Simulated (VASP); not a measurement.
# NaI (F-43m) in VASP: single point with HSE06

Aim: the single point of NaI with HSE06.

Everything below comes from runs of VASP 6.6.1. Logs are shortened: lines on timing, memory, paths and dates and some standing lists are left out, and cuts for length are marked.

## (1) The cell of the first run

Symmetry: F-43m, No. 216, cubic system. The conventional cell has a = 7.012 Å, b = 7.012 Å, c = 7.012 Å, α = 90.00°, β = 90.00°, γ = 90.00°. Within 4.0 Å of Na (site symmetry -43m) lie 4 I at 3.04 Å. Within 4.0 Å of I (site symmetry -43m) lie 4 Na at 3.04 Å.

## (2) Single point, HSE06 (strain -1.1%)

The input, POSCAR:

```
NaI
1.0
    0.0000000000      3.5059881216      3.5059881216
    3.5059881216      0.0000000000      3.5059881216
    3.5059881216      3.5059881216      0.0000000000
Na I
1 1
Direct
    0.0000000000      0.0000000000      0.0000000000
    0.2500000000      0.2500000000      0.2500000000
```

The input, INCAR.step1:

```
SYSTEM = NaI
PREC = Accurate
ENCUT = 520
EDIFF = 1E-5
ISMEAR = 0
SIGMA = 0.01
LREAL = .False.
LASPH = .True.
NELM = 80
ALGO = Normal
ISIF = 2
LWAVE = .True.
LCHARG = .False.
NBANDS = 14
GGA = PE
```

The input, INCAR.step2:

```
SYSTEM = NaI
PREC = Accurate
ENCUT = 520
EDIFF = 1E-6
ISMEAR = 0
SIGMA = 0.01
LREAL = .False.
LASPH = .True.
NELM = 80
ALGO = Normal
ISIF = 2
LWAVE = .False.
LCHARG = .False.
GGA = PE
LHFCALC = .True.
HFSCREEN = 0.2079
PRECFOCK = Normal
NBANDS = 14
ISTART = 1
```

The input, KPOINTS:

```
regular mesh
0
Gamma
  4 4 4
  0 0 0
```

Potentials or basis: VASP PAW PBE potentials, release 64 (Na_pv, I).

Command:

```console
> cat potpaw_PBE.64/Na_pv/POTCAR potpaw_PBE.64/I/POTCAR > POTCAR
> cp INCAR.step1 INCAR
> mpirun -np 1 vasp_std > vasp.out
> cp INCAR.step2 INCAR
> mpirun -np 1 vasp_std > vasp.out
```

OUTCAR:

```text
SYSTEM = NaI
   PREC = Accurate
   ENCUT = 520
   EDIFF = 1E-6
   ISMEAR = 0
   LREAL = .False.
   LASPH = .True.
   NELM = 80
   ISIF = 2
   GGA = PE
   LHFCALC = .True.
   HFSCREEN = 0.2079
   PRECFOCK = Normal
   ISTART = 1

 ion  position               nearest neighbor table
   1  0.000  0.000  0.000-   2 3.04   2 3.04   2 3.04   2 3.04
   2  0.250  0.250  0.250-   1 3.04   1 3.04   1 3.04   1 3.04

  LATTYP: Found a face centered cubic cell.
 ALAT       =     7.0119762432

  Lattice vectors:

 A1 = (   0.0000000000,   3.5059881216,   3.5059881216)
 A2 = (   3.5059881216,   0.0000000000,   3.5059881216)
 A3 = (   3.5059881216,   3.5059881216,   0.0000000000)

Analysis of symmetry for initial positions (statically):
=====================================================================
 Subroutine PRICEL returns:
 Original cell was already a primitive cell.

 Routine SETGRP: Setting up the symmetry group for a
 face centered cubic supercell.

 Subroutine GETGRP returns: Found 24 space group operations
 (whereof 24 operations were pure point group operations)
 out of a pool of 48 trial point group operations.

The static configuration has the point symmetry T_d .

Analysis of symmetry for dynamics (positions and initial velocities):
=====================================================================
 Subroutine PRICEL returns:
 Original cell was already a primitive cell.

 Routine SETGRP: Setting up the symmetry group for a
 face centered cubic supercell.

 Subroutine GETGRP returns: Found 24 space group operations
 (whereof 24 operations were pure point group operations)
 out of a pool of 48 trial point group operations.

The dynamic configuration has the point symmetry T_d .

 Subroutine INISYM returns: Found 24 space group operations
 (whereof 24 operations are pure point group operations),
 and found     1 'primitive' translations

----------------------------------------------------------------------------------------

                                     Primitive cell

  volume of cell :      86.1909

  direct lattice vectors                    reciprocal lattice vectors
     0.000000000  3.505988122  3.505988122    -0.142613147  0.142613147  0.142613147
     3.505988122  0.000000000  3.505988122     0.142613147 -0.142613147  0.142613147
     3.505988122  3.505988122  0.000000000     0.142613147  0.142613147 -0.142613147

  length of vectors
[... 82 lines left out ...]
   IALGO  =     38    algorithm
   IMIX   =      1    mixing-type and parameters
     AMIX     =   0.40;   BMIX     =  1.00
     AMIX_MAG =   1.60;   BMIX_MAG =  1.00
  volume/ion in A,a.u.               =      43.10       290.82
  Fermi-wavevector in a.u.,A,eV,Ry     =   0.893231  1.687962 10.855564  0.797861
  Thomas-Fermi vector in A             =   2.015282
   LORBIT       =      0    0 simple, 1 ext, 2 COOP (PROOUT), +10 PAW based schemes
   GGA     = PE    functional components
   LHFCALC =     T    Hartree Fock is set to
   PRECFOCK=normal    Normal, Fast or Accurate (Low or Medium for compatibility)
   ENCUT4O =  -1.0   cutoff for four orbital integrals eV
   NKREDX  =     1    reduce k-point grid by
   NKREDY  =     1    reduce k-point grid by
   NKREDZ  =     1    reduce k-point grid by
   AEXX    =    0.2500 exact exchange contribution
   HFSCREEN=    0.2079 screening length (either q_TF or 0.3 A-1)
   HFSCREENC=   0.2079 screening length for correlation (either q_TF or 0.3 A-1)
   ENCUTFOCK=  -1.0 apply spherical cutoff to Coloumb kernel
   IVDW    =     0    specifies the selected vdW correction
   LEPSILON=     F    determine dielectric tensor
   LRPA    =     F    only Hartree local field effects (RPA)
 non-spin polarized calculation
 Gauss-broadening in eV      SIGMA  =   0.01
  energy-cutoff  :      520.00
  volume of cell :       86.19
 maximum number of plane-waves:      2332
 NGX is ok and might be reduce to    40
  NGX = 28; NGY = 28; NGZ = 28

 number of electron      14.0000008 magnetization

 Free energy of the ion-electron system (eV)
  ---------------------------------------------------
  ext. energy  EPLUGINS =         0.00000000
  ---------------------------------------------------
  free energy    TOTEN  =        -6.14517387 eV

  energy without entropy =       -6.14517387  energy(sigma->0) =       -6.14517387

 E-fermi :  -1.6275     XC(G=0):  -5.5576

 val. band max:       -1.6972578505   @ k =   0.0000   0.0000   0.0000
 cond. band min:       3.1578276587   @ k =   0.0000   0.0000   0.0000
 fundamental gap:      4.8550855091
 Fermi energy:        -1.6275213837

 k-point     1 :       0.0000    0.0000    0.0000
  band No.  band energies     occupation
      1     -26.0388      2.00000
      2     -26.0388      2.00000
      3     -26.0388      2.00000
      4     -13.0615      2.00000
      5      -1.6973      2.00000
      6      -1.6973      2.00000
      7      -1.6973      2.00000
      8       3.1578      0.00000
      9       7.3727      0.00000
     10       7.3727      0.00000
     11       7.3727      0.00000
     12       9.2207      0.00000
     13       9.2207      0.00000
     14      10.6112      0.00000
[... 105 lines left out ...]
      1     -26.0419      2.00000
      2     -26.0402      2.00000
      3     -26.0399      2.00000
      4     -12.8441      2.00000
      5      -2.6501      2.00000
      6      -2.5208      2.00000
      7      -2.2009      2.00000
      8       5.3330      0.00000
      9       6.8978      0.00000
     10       6.9671      0.00000
     11       7.3757      0.00000
     12      10.5157      0.00000
     13      10.9186      0.00000
     14      11.5351      0.00000

------------------------ aborting loop because EDIFF is reached ----------------------------------------

  FORCE on cell =-STRESS in cart. coord.  units (eV):
  Direction    XX          YY          ZZ          XY          YZ          ZX
  --------------------------------------------------------------------------------------
  -------------------------------------------------------------------------------------
  Total        0.3245602      0.3245602      0.3245602     -0.0000000      0.0000000     -0.0000000
  in kB        6.0331549      6.0331549      6.0331549     -0.0000000      0.0000000     -0.0000000
  external PRESSURE =       6.0331549 kB  Pullay stress =       0.0000000 kB

 VOLUME and BASIS-vectors are now :
 -----------------------------------------------------------------------------
  energy-cutoff  :      520.00
  volume of cell :       86.19
      direct lattice vectors                 reciprocal lattice vectors
     0.000000000  3.505988122  3.505988122    -0.142613147  0.142613147  0.142613147
     3.505988122  0.000000000  3.505988122     0.142613147 -0.142613147  0.142613147
     3.505988122  3.505988122  0.000000000     0.142613147  0.142613147 -0.142613147

 POSITION                                       TOTAL-FORCE (eV/Angst)
 -----------------------------------------------------------------------------------
      0.00000      0.00000      0.00000         0.000000      0.000000      0.000000
      1.75299      1.75299      1.75299        -0.000000     -0.000000     -0.000000
 -----------------------------------------------------------------------------------
    total drift:                                0.000004     -0.000000      0.000002

  FREE ENERGIE OF THE ION-ELECTRON SYSTEM (eV)
  ---------------------------------------------------
  free  energy   TOTEN  =        -6.1451738652 eV

  energy  without entropy=       -6.1451738652  energy(sigma->0) =       -6.14517387
```

OUTCAR.step1:

```text
SYSTEM = NaI
   PREC = Accurate
   ENCUT = 520
   EDIFF = 1E-5
   ISMEAR = 0
   LREAL = .False.
   LASPH = .True.
[... 339 lines left out ...]
      0.00000      0.00000      0.00000        -0.000000     -0.000000     -0.000000
      1.75299      1.75299      1.75299         0.000000      0.000000      0.000000
 -----------------------------------------------------------------------------------
    total drift:                                0.000001      0.000001      0.000001

  FREE ENERGIE OF THE ION-ELECTRON SYSTEM (eV)
  ---------------------------------------------------
  free  energy   TOTEN  =        -5.2787041428 eV

  energy  without entropy=       -5.2787041428  energy(sigma->0) =       -5.27870414
```

Run time: 4.8 min. Hardware: 1 thread of Intel Xeon Platinum 8375C at 2.90GHz (Ice Lake), shared host; peak memory 0.34 GiB.

Results:

| Property | Result |
| --- | --- |
| Free energy | -6.1452 eV |
| Pressure | 0.6 GPa |
| Band gap on the k mesh | 4.86 eV |

Caveat: the cell differs from its parent crystal (strain -1.1%); the PAW data sets were made with another functional, which shifts forces and pressure a little; spin-orbit coupling is left out, which moves the levels of the heavy elements.
